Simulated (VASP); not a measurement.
# AlCu3 (Pm-3m) in VASP: single point with r2SCAN

Aim: the single point of AlCu3 with r2SCAN.

All numbers are computed with VASP 6.6.1; they aren't measurements. Logs are shortened: lines on timing, memory, paths and dates and some standing lists are left out, and cuts for length are marked.

### Step 1. The cell of the first run

Symmetry: Pm-3m, No. 221, cubic system. Conventional cell: a = 3.687 Å, b = 3.687 Å, c = 3.687 Å, α = 90.00°, β = 90.00°, γ = 90.00°. Within 3.4 Å of Al (site symmetry m-3m) lie 12 Cu at 2.61 Å. Within 3.4 Å of Cu (site symmetry 4/mmm) lie 4 Al at 2.61 Å and 8 Cu at 2.61 Å.

### Step 2. Single point, r2SCAN

POSCAR reads:

```
AlCu3
1.0
    3.6869278937      0.0000000000      0.0000000000
    0.0000000000      3.6869278937      0.0000000000
    0.0000000000      0.0000000000      3.6869278937
Al Cu
1 3
Direct
    0.0000000000      0.0000000000      0.0000000000
    0.5000000000      0.5000000000      0.0000000000
    0.5000000000      0.0000000000      0.5000000000
    0.0000000000      0.5000000000      0.5000000000
```

INCAR.step1 reads:

```
SYSTEM = AlCu3
  ALGO = Normal
  EDIFF = 1E-4
  ENCUT = 520
  GGA = PE
  ISMEAR = 0
  LASPH = .True.
  LCHARG = .False.
  LREAL = .False.
  LWAVE = .True.
  NBANDS = 26
  NELM = 60
  PREC = Accurate
  SIGMA = 0.1
```

INCAR.step2 reads:

```
SYSTEM = AlCu3
  ALGO = Normal
  EDIFF = 1E-7
  ENCUT = 520
  ISIF = 2
  ISMEAR = 0
  ISTART = 1
  LASPH = .True.
  LCHARG = .False.
  LMIXTAU = .True.
  LREAL = .False.
  LWAVE = .False.
  METAGGA = R2SCAN
  NBANDS = 26
  NELM = 60
  PREC = Accurate
  SIGMA = 0.1
```

KPOINTS reads:

```
k-points
0
Gamma
  12 12 12
  0 0 0
```

Potentials or basis: VASP PAW PBE potentials, release 64 (Al, Cu).

Started as:

```
> cat potpaw_PBE.64/Al/POTCAR potpaw_PBE.64/Cu/POTCAR > POTCAR
> cp INCAR.step1 INCAR
> mpirun -np 1 vasp_std > vasp.out
> cp INCAR.step2 INCAR
> mpirun -np 1 vasp_std > vasp.out
```

OUTCAR:

```text
SYSTEM = AlCu3
   EDIFF = 1E-7
   ENCUT = 520
   ISIF = 2
   ISMEAR = 0
   ISTART = 1
   LASPH = .True.
   LREAL = .False.
   METAGGA = R2SCAN
   NELM = 60
   PREC = Accurate

 ion  position               nearest neighbor table
   1  0.000  0.000  0.000-   2 2.61   3 2.61   4 2.61   3 2.61   4 2.61   2 2.61   4 2.61   4 2.61
                             2 2.61   3 2.61   3 2.61   2 2.61
   2  0.500  0.500  0.000-   1 2.61   3 2.61   4 2.61   3 2.61   4 2.61   1 2.61   3 2.61   3 2.61
                             1 2.61   4 2.61   4 2.61   1 2.61
   3  0.500  0.000  0.500-   1 2.61   2 2.61   4 2.61   1 2.61   2 2.61   2 2.61   4 2.61   2 2.61
                             1 2.61   4 2.61   1 2.61   4 2.61
   4  0.000  0.500  0.500-   1 2.61   2 2.61   3 2.61   1 2.61   2 2.61   1 2.61   3 2.61   1 2.61
                             2 2.61   3 2.61   2 2.61   3 2.61

  LATTYP: Found a simple cubic cell.
 ALAT       =     3.6869278937

  Lattice vectors:

 A1 = (   3.6869278937,   0.0000000000,   0.0000000000)
 A2 = (   0.0000000000,   3.6869278937,   0.0000000000)
 A3 = (   0.0000000000,   0.0000000000,   3.6869278937)

Analysis of symmetry for initial positions (statically):
=====================================================================
 Subroutine PRICEL returns:
 Original cell was already a primitive cell.

 Routine SETGRP: Setting up the symmetry group for a
 simple cubic supercell.

 Subroutine GETGRP returns: Found 48 space group operations
 (whereof 48 operations were pure point group operations)
 out of a pool of 48 trial point group operations.

The static configuration has the point symmetry O_h .

Analysis of symmetry for dynamics (positions and initial velocities):
=====================================================================
 Subroutine PRICEL returns:
 Original cell was already a primitive cell.

 Routine SETGRP: Setting up the symmetry group for a
 simple cubic supercell.

 Subroutine GETGRP returns: Found 48 space group operations
 (whereof 48 operations were pure point group operations)
 out of a pool of 48 trial point group operations.

The dynamic configuration has the point symmetry O_h .

 Subroutine INISYM returns: Found 48 space group operations
 (whereof 48 operations are pure point group operations),
 and found     1 'primitive' translations

----------------------------------------------------------------------------------------

                                     Primitive cell

  volume of cell :      50.1180

[... 94 lines left out ...]
   EDIFFG = 0.1E-05   stopping-criterion for IOM
   NSW    =      0    number of steps for IOM
   IBRION =     -1    ionic relax: 0-MD 1-quasi-New 2-CG
   NFREE  =      0    steps in history (QN), initial steepest desc. (CG)
   ISIF   =      2    stress and relaxation
   ISYM   =      2    0-nonsym 1-usesym 2-fastsym
   POTIM  = 0.5000    time-step for ionic-motion
   TEBEG  =    0.0;   TEEND  =   0.0 temperature during run
   PSTRESS=    0.0 pullay stress
   NELECT =      36.0000    total number of electrons
   NUPDOWN=      -1.0000    fix difference up-down
   EMIN   =  10.00;   EMAX   =-10.00  energy-range for DOS
   EFERMI =   0.00;   METHOD = LEGACY
   ISMEAR =     0;   SIGMA  =   0.10  broadening in eV -4-tet -1-fermi 0-gaus
   EFERMI_NEDOS =   21; number of points for ismear=-14 and -15
   IALGO  =     38    algorithm
   IMIX   =      4    mixing-type and parameters
     AMIX     =   0.40;   BMIX     =  1.00
     AMIX_MAG =   1.60;   BMIX_MAG =  1.00
  volume/ion in A,a.u.               =      12.53        84.55
  Fermi-wavevector in a.u.,A,eV,Ry     =   1.466148  2.770617 29.246930  2.149589
  Thomas-Fermi vector in A             =   2.581920
   LORBIT       =      0    0 simple, 1 ext, 2 COOP (PROOUT), +10 PAW based schemes
   METAGGA = R2SCAN    functional components
   LHFCALC =     F    Hartree Fock is set to
   AEXX    =    0.0000 exact exchange contribution
   IVDW    =     0    specifies the selected vdW correction
   LEPSILON=     F    determine dielectric tensor
   LRPA    =     F    only Hartree local field effects (RPA)
 non-spin polarized calculation
 Gauss-broadening in eV      SIGMA  =   0.10
  energy-cutoff  :      520.00
  volume of cell :       50.12
 maximum number of plane-waves:      1376
 NGX is ok and might be reduce to    28
   NGX = 13   NGY = 13   NGZ = 13

 number of electron      36.0000102 magnetization

 Free energy of the ion-electron system (eV)
  ---------------------------------------------------
  ext. energy  EPLUGINS =         0.00000000
  ---------------------------------------------------
  free energy    TOTEN  =       -39.95422139 eV

  energy without entropy =      -39.95002618  energy(sigma->0) =      -39.95212378

 E-fermi :   8.0319     XC(G=0): -13.1161

 val. band max:        8.0067856881   @ k =   0.1667   0.0833   0.0000
 cond. band min:       8.1280154389   @ k =   0.1667   0.0833   0.0833
 fundamental gap:      0.1212297509
 Fermi energy:         8.0319087909

 k-point     1 :       0.0000    0.0000    0.0000
  band No.  band energies     occupation
      1      -2.7997      2.00000
      2       2.7189      2.00000
      3       3.2584      2.00000
      4       3.2584      2.00000
      5       3.5504      2.00000
      6       3.5504      2.00000
[... 685 lines left out ...]
     25      18.1849      0.00000
     26      19.0594      0.00000

 [... further k-points ...]

------------------------ aborting loop because EDIFF is reached ----------------------------------------

  FORCE on cell =-STRESS in cart. coord.  units (eV):
  Direction    XX          YY          ZZ          XY          YZ          ZX
  --------------------------------------------------------------------------------------
  -------------------------------------------------------------------------------------
  Total       -1.4765919     -1.4765919     -1.4765919     -0.0000000     -0.0000000     -0.0000000
  in kB      -47.2038188    -47.2038188    -47.2038188     -0.0000000     -0.0000000     -0.0000000
  external PRESSURE =     -47.2038188 kB  Pullay stress =       0.0000000 kB

 VOLUME and BASIS-vectors are now :
 -----------------------------------------------------------------------------
  energy-cutoff  :      520.00
  volume of cell :       50.12
      direct lattice vectors                 reciprocal lattice vectors
     3.686927894  0.000000000  0.000000000     0.271228521  0.000000000  0.000000000
     0.000000000  3.686927894  0.000000000     0.000000000  0.271228521  0.000000000
     0.000000000  0.000000000  3.686927894     0.000000000  0.000000000  0.271228521

 POSITION                                       TOTAL-FORCE (eV/Angst)
 -----------------------------------------------------------------------------------
      0.00000      0.00000      0.00000         0.000000      0.000000      0.000000
      1.84346      1.84346      0.00000         0.000000      0.000000      0.000000
      1.84346      0.00000      1.84346         0.000000      0.000000      0.000000
      0.00000      1.84346      1.84346         0.000000      0.000000      0.000000
 -----------------------------------------------------------------------------------
    total drift:                                0.000000      0.000000      0.000000

  FREE ENERGIE OF THE ION-ELECTRON SYSTEM (eV)
  ---------------------------------------------------
  free  energy   TOTEN  =       -39.9542213927 eV

  energy  without entropy=      -39.9500261763  energy(sigma->0) =      -39.95212378
```

OUTCAR.step1:

```text
SYSTEM = AlCu3
   EDIFF = 1E-4
   ENCUT = 520
   GGA = PE
   ISMEAR = 0
[... 929 lines left out ...]
      0.00000      0.00000      0.00000         0.000000      0.000000      0.000000
      1.84346      1.84346      0.00000         0.000000      0.000000      0.000000
      1.84346      0.00000      1.84346         0.000000      0.000000      0.000000
      0.00000      1.84346      1.84346         0.000000      0.000000      0.000000
 -----------------------------------------------------------------------------------
    total drift:                                0.000000      0.000000      0.000000

  FREE ENERGIE OF THE ION-ELECTRON SYSTEM (eV)
  ---------------------------------------------------
  free  energy   TOTEN  =       -15.6495345173 eV

  energy  without entropy=      -15.6450411061  energy(sigma->0) =      -15.64728781
```

OSZICAR.step1:

```text
N       E                     dE             d eps       ncg     rms          rms(c)
DAV:   1     0.250869948289E+03    0.25087E+03   -0.15581E+04  4520   0.215E+03
DAV:   2    -0.119733694567E+01   -0.25207E+03   -0.24127E+03  4372   0.350E+02
DAV:   3    -0.193179807716E+02   -0.18121E+02   -0.17325E+02  4972   0.133E+02
DAV:   4    -0.197219736625E+02   -0.40399E+00   -0.40271E+00  6388   0.225E+01
DAV:   5    -0.197292742478E+02   -0.73006E-02   -0.72997E-02  6748   0.238E+00    0.169E+01
DAV:   6    -0.188834517138E+02    0.84582E+00   -0.41994E+01  5112   0.159E+02    0.115E+01
DAV:   7    -0.156902769055E+02    0.31932E+01   -0.10605E+01  5276   0.749E+01    0.913E-01
DAV:   8    -0.156797237402E+02    0.10553E-01   -0.47084E-01  6364   0.108E+01    0.134E+00
DAV:   9    -0.156493530435E+02    0.30371E-01   -0.68585E-02  5376   0.600E+00    0.581E-02
DAV:  10    -0.156496253674E+02   -0.27232E-03   -0.28211E-03  6014   0.783E-01    0.780E-02
DAV:  11    -0.156495345173E+02    0.90850E-04   -0.36267E-04  4456   0.425E-01
   1 F= -.15649535E+02 E0= -.15647288E+02  d E =-.449341E-02
```

Wall time 9.3 min (1 thread of AMD EPYC 7R43 (Zen 3), shared host); peak memory 0.19 GiB.

What came out:

* Free energy: -39.9542 eV
* Pressure: -4.7 GPa
* Band gap on the k mesh: zero (bands 18 and 19 overlap by 5.63 eV)

Caveat: the cell stands under tension; the PAW data sets were made with another functional, which shifts forces and pressure a little.
